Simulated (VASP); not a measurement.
# Zr (P-1) in VASP: a series of runs

The runs below take Zr through single point, with PBE.

Program: VASP 6.6.1. These are calculated values, not measurements. Logs are shortened: lines on timing, memory, paths and dates and some standing lists are left out, and cuts for length are marked.

### Step 1. The cell of the first run

The typed cell holds 2 atoms: a = 3.232 Å, b = 3.260 Å, c = 5.148 Å, α = 90.41°, β = 91.14°, γ = 120.85°.

### Step 2. Single point, PBE (equal xy, yz and zx shear strains of -2 %)

INCAR reads:

```
PREC     = Accurate       # precision mode
ENCUT    = 520            # plane-wave cutoff, eV
EDIFF    = 1E-6           # SCF threshold, eV
ISMEAR   = -1             # smearing method
SIGMA    = 0.08           # smearing width, eV
LREAL    = False          # projectors in reciprocal space
LASPH    = True           # aspherical terms in the spheres
NELM     = 100            # most SCF steps
ALGO     = Normal         # electronic algorithm
ISIF     = 2              # what is computed and relaxed
LWAVE    = False          # write WAVECAR
LCHARG   = True           # write CHGCAR
GGA      = PE             # functional
LELF     = True           # ELF
LVHAR    = True         
NBANDS   = 19             # bands
```

KPOINTS reads:

```
regular mesh
0
Gamma
  13 13 7
```

POSCAR reads:

```
Zr
1.0
    3.2319982225     -0.0323199822     -0.0323199822
   -1.6439890369      2.8151525567     -0.0118299345
   -0.0514700000     -0.0514700000      5.1470000000
Zr
2
Direct
    0.3333333333      0.6666666667      0.2500000000
    0.6666666667      0.3333333333      0.7500000000
```

Potentials or basis: VASP PAW PBE potentials, release 64 (Zr_sv).

On the command line:

```sh
$ cat potpaw_PBE.64/Zr_sv/POTCAR > POTCAR
$ mpirun -np 1 vasp_std > vasp.out
```

OUTCAR:

```text
PREC = Accurate
   ENCUT = 520
   EDIFF = 1E-6
   ISMEAR = -1
   LREAL = False
   LASPH = True
   NELM = 100
   ISIF = 2
   GGA = PE

 ion  position               nearest neighbor table
   1  0.333  0.667  0.250-   2 3.13   2 3.15   2 3.18   2 3.20   2 3.21   2 3.21
   2  0.667  0.333  0.750-   1 3.13   1 3.15   1 3.18   1 3.20   1 3.21   1 3.21

  LATTYP: Found a triclinic cell.
 ALAT       =     3.2043532150
 B/A-ratio  =     1.0087281861
 C/A-ratio  =     1.6064130041
 COS(alpha) =     0.0198960208
 COS(beta)  =     0.0274156886
 COS(gamma) =     0.4869832430

  Lattice vectors:

 A1 = (   1.5880091856,   2.7828325745,  -0.0441499167)
 A2 = (   3.2319982225,  -0.0323199822,  -0.0323199822)
 A3 = (   0.0514700000,   0.0514700000,  -5.1470000000)

Analysis of symmetry for initial positions (statically):
=====================================================================
 Subroutine PRICEL returns:
 Original cell was already a primitive cell.

 Routine SETGRP: Setting up the symmetry group for a
 triclinic supercell.

 Subroutine GETGRP returns: Found  2 space group operations
 (whereof  2 operations were pure point group operations)
 out of a pool of  2 trial point group operations.

The static configuration has the point symmetry S_2 .

Analysis of symmetry for dynamics (positions and initial velocities):
=====================================================================
 Subroutine PRICEL returns:
 Original cell was already a primitive cell.

 Routine SETGRP: Setting up the symmetry group for a
 triclinic supercell.

 Subroutine GETGRP returns: Found  2 space group operations
 (whereof  2 operations were pure point group operations)
 out of a pool of  2 trial point group operations.

The dynamic configuration has the point symmetry S_2 .

 Subroutine INISYM returns: Found  2 space group operations
 (whereof  2 operations are pure point group operations),
 and found     1 'primitive' translations

----------------------------------------------------------------------------------------

                                     Primitive cell

  volume of cell :      46.5474

[... 68 lines left out ...]
  0.230769  0.153846  0.000000      2.000000
 [... further k-points ...]
   k-points           NKPTS =    592   k-points in BZ     NKDIM =    592   number of bands    NBANDS=     19
   number of dos      NEDOS =    301   number of ions     NIONS =      2
   total plane-waves  NPLWV =  23040
   dimension x,y,z NGX =    24 NGY =   24 NGZ =   40
   dimension x,y,z NGXF=    48 NGYF=   48 NGZF=   80
   ions per type =               2
   NGX,Y,Z   is equivalent  to a cutoff of  12.34, 12.24, 12.92 a.u.
   NGXF,Y,Z  is equivalent  to a cutoff of  24.69, 24.48, 25.84 a.u.
 SYSTEM =  unknown system
   PREC   = accura    normal or accurate (medium, high low for compatibility)
   ISTART =      0    job   : 0-new  1-cont  2-samecut
   ICHARG =      2    charge: 1-file 2-atom 10-const
   ISPIN  =      1    spin polarized calculation?
   LNONCOLLINEAR =      F non collinear calculations
   LSORBIT =      F    spin-orbit coupling
   LASPH  =      T    aspherical Exc in radial PAW
   ENCUT  =  520.0 eV  38.22 Ry    6.18 a.u.   6.01  6.06  9.57*2*pi/ulx,y,z
   NELM   =    100;   NELMIN=  2; NELMDL= -5     # of ELM steps
   EDIFF  = 0.1E-05   stopping-criterion for ELM
   LREAL  =      F    real-space projection
   EDIFFG = 0.1E-04   stopping-criterion for IOM
   NSW    =      0    number of steps for IOM
   IBRION =     -1    ionic relax: 0-MD 1-quasi-New 2-CG
   NFREE  =      0    steps in history (QN), initial steepest desc. (CG)
   ISIF   =      2    stress and relaxation
   ISYM   =      2    0-nonsym 1-usesym 2-fastsym
   POTIM  = 0.5000    time-step for ionic-motion
   TEBEG  =    0.0;   TEEND  =   0.0 temperature during run
   PSTRESS=    0.0 pullay stress
   NELECT =      24.0000    total number of electrons
   NUPDOWN=      -1.0000    fix difference up-down
   EMIN   =  10.00;   EMAX   =-10.00  energy-range for DOS
   EFERMI =   0.00;   METHOD = LEGACY
   ISMEAR =    -1;   SIGMA  =   0.08  broadening in eV -4-tet -1-fermi 0-gaus
   EFERMI_NEDOS =   21; number of points for ismear=-14 and -15
   IALGO  =     38    algorithm
   IMIX   =      4    mixing-type and parameters
     AMIX     =   0.40;   BMIX     =  1.00
     AMIX_MAG =   1.60;   BMIX_MAG =  1.00
  volume/ion in A,a.u.               =      23.27       157.06
  Fermi-wavevector in a.u.,A,eV,Ry     =   1.312744  2.480726 23.446868  1.723296
  Thomas-Fermi vector in A             =   2.443115
   LORBIT       =      0    0 simple, 1 ext, 2 COOP (PROOUT), +10 PAW based schemes
   GGA     = PE    functional components
[... 5 lines left out ...]
 non-spin polarized calculation
  energy-cutoff  :      520.00
  volume of cell :       46.55
 maximum number of plane-waves:      1270
   NGX = 13   NGY = 13   NGZ = 19

 number of electron      24.0000000 magnetization

 Free energy of the ion-electron system (eV)
  ---------------------------------------------------
  ext. energy  EPLUGINS =         0.00000000
  ---------------------------------------------------
  free energy    TOTEN  =       -17.05540726 eV

  energy without entropy =      -17.01062655  energy(sigma->0) =      -17.03301690

 E-fermi :   8.9816     XC(G=0): -11.0829

 val. band max:        8.9810257972   @ k =   0.0000  -0.1538   0.1429
 cond. band min:       8.9835055353   @ k =  -0.3077  -0.3077   0.4286
 fundamental gap:      0.0024797382
 Fermi energy:         8.9816497068

 k-point     1 :       0.0000    0.0000    0.0000
  band No.  band energies     occupation
      1     -39.8379      2.00000
      2     -39.6824      2.00000
      3     -18.3622      2.00000
      4     -17.5045      2.00000
      5     -17.4792      2.00000
      6     -17.3634      2.00000
[... 505 lines left out ...]
      6     -17.6573      2.00000
[... 11 lines left out ...]
     18      13.4514      0.00000
     19      13.9398      0.00000

 [... further k-points ...]
[... 5 lines left out ...]
  --------------------------------------------------------------------------------------
  -------------------------------------------------------------------------------------
  Total        0.0886734      0.0968659      0.2780857      0.2816140      0.1566994      0.1578762
  in kB        3.0521663      3.3341534      9.5717962      9.6932411      5.3936409      5.4341484
  external PRESSURE =       5.3193720 kB  Pullay stress =       0.0000000 kB

 VOLUME and BASIS-vectors are now :
 -----------------------------------------------------------------------------
  energy-cutoff  :      520.00
  volume of cell :       46.55
      direct lattice vectors                 reciprocal lattice vectors
     3.231998223 -0.032319982 -0.032319982     0.311273395  0.181797742  0.004930711
    -1.643989037  2.815152557 -0.011829935     0.003609531  0.357343593  0.003609531
    -0.051470000 -0.051470000  5.147000000     0.001962901  0.001962901  0.194327193

 POSITION                                       TOTAL-FORCE (eV/Angst)
 -----------------------------------------------------------------------------------
     -0.03153      1.85313      1.26809         0.042915      0.001690      0.006064
      1.56807      0.87824      3.83476        -0.042915     -0.001690     -0.006064
 -----------------------------------------------------------------------------------
    total drift:                               -0.000000      0.000000     -0.000000

  FREE ENERGIE OF THE ION-ELECTRON SYSTEM (eV)
  ---------------------------------------------------
  free  energy   TOTEN  =       -17.0554072556 eV

  energy  without entropy=      -17.0106265535  energy(sigma->0) =      -17.03301690
```

OSZICAR:

```text
N       E                     dE             d eps       ncg     rms          rms(c)
DAV:   1     0.215376714984E+03    0.21538E+03   -0.13316E+04 22504   0.125E+03
DAV:   2    -0.171248688585E+01   -0.21709E+03   -0.21301E+03 26028   0.366E+02
DAV:   3    -0.173507315344E+02   -0.15638E+02   -0.15480E+02 40722   0.713E+01
DAV:   4    -0.177495269079E+02   -0.39880E+00   -0.39819E+00 26654   0.117E+01
DAV:   5    -0.177617086296E+02   -0.12182E-01   -0.12179E-01 33299   0.141E+00    0.143E+01
DAV:   6    -0.171650559528E+02    0.59665E+00   -0.93115E-01 24653   0.729E+00    0.564E+00
DAV:   7    -0.170491170901E+02    0.11594E+00   -0.59274E-01 31513   0.510E+00    0.112E+00
DAV:   8    -0.170553408619E+02   -0.62238E-02   -0.40515E-02 29712   0.148E+00    0.245E-01
DAV:   9    -0.170554512926E+02   -0.11043E-03   -0.14552E-03 29243   0.335E-01    0.328E-02
DAV:  10    -0.170554074873E+02    0.43805E-04   -0.35599E-05 29358   0.360E-02    0.230E-02
DAV:  11    -0.170554072556E+02    0.23171E-06   -0.90753E-06 25313   0.327E-02
   1 F= -.17055407E+02 E0= -.17033017E+02  d E =-.447807E-01
```

stdout:

```text
POSCAR found type information on POSCAR Zr
 POSCAR found :  1 types and       2 ions
 scaLAPACK will be used
 LDA part: xc-table for (Slater+PW92), standard interpolation
 POSCAR, INCAR and KPOINTS ok, starting setup
 FFT: planning ... GRIDC
 FFT: planning ... GRID_SOFT
 FFT: planning ... GRID
 WAVECAR not read
 entering main loop
```

It took 12 min on 1 thread of AMD EPYC 7R13, shared host; peak memory 0.46 GiB.

Results:

```yaml
Free_energy: -17.0554 eV
Pressure: 0.5 GPa
Largest_force: 0.043 eV/Å
Band_gap_on_the_k_mesh: zero (band 12 reaches 10.00 eV, above the bottom of band 13 at 8.73 eV)
```

Forces on the atoms (eV/Å):
```
Zr   0.043  0.002  0.006
Zr  -0.043 -0.002 -0.006
```

Caveat: the cell differs from its parent crystal (equal xy, yz and zx shear strains of -2 %).

[end of part 1 of 2]
